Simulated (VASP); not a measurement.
Runs of VASP 6.6.1 on MoS2. The structure is that of space group P6_3/mmc (No. 194), or close to it. The cells are those of the table. 

```csv
cell,gap on the mesh (eV),pressure (GPa),largest force (eV/Å)
"a = 3.055, b = 3.055, c = 12.453 Å, angles 90.0, 90.0, 120.0°, 6 atoms",(b),(a),0.23
"a = 3.149, b = 3.149, c = 11.909 Å, angles 90.0, 90.0, 120.0°, 6 atoms",0.73,2.5,0.42
"a = 3.055, b = 3.055, c = 11.909 Å, angles 90.0, 90.0, 120.0°, 6 atoms",0.78,13.5,1.14
"a = 3.102, b = 3.102, c = 12.091 Å, angles 90.0, 90.0, 120.0°, 6 atoms",0.83,4.7,0.31
"a = 3.102, b = 3.102, c = 11.728 Å, angles 90.0, 90.0, 120.0°, 6 atoms",(d),10.8,1.24
"a = 3.102, b = 3.102, c = 11.909 Å, angles 90.0, 90.0, 120.0°, 6 atoms",0.75,(c),0.76
"a = 3.149, b = 3.149, c = 11.728 Å, angles 90.0, 90.0, 120.0°, 6 atoms",0.66,5.3,0.87
"a = 3.055, b = 3.055, c = 12.272 Å, angles 90.0, 90.0, 120.0°, 6 atoms",0.94,7.2,0.20
```

Alike in all rows: task single point; level PBE+D3(BJ); potentials or basis VASP PAW PBE potentials, release 64 (Mo_sv, S); no spin polarisation; k mesh 12 × 12 × 4; cutoff (eV) 520; smearing gaussian 0.05 eV.

Problem. Estimate the missing entries.

Solution. (a) 4.4; (b) 1.02; (c) 7.6; (d) 0.67.

Caveats: the cell stands under pressure (at least some runs); forces of over 1 eV/Å act on the atoms, so gaps and moduli don't describe the material at rest (at least some runs).

A k mesh can miss the band edges, and the runs leave out spin-orbit coupling on Mo.
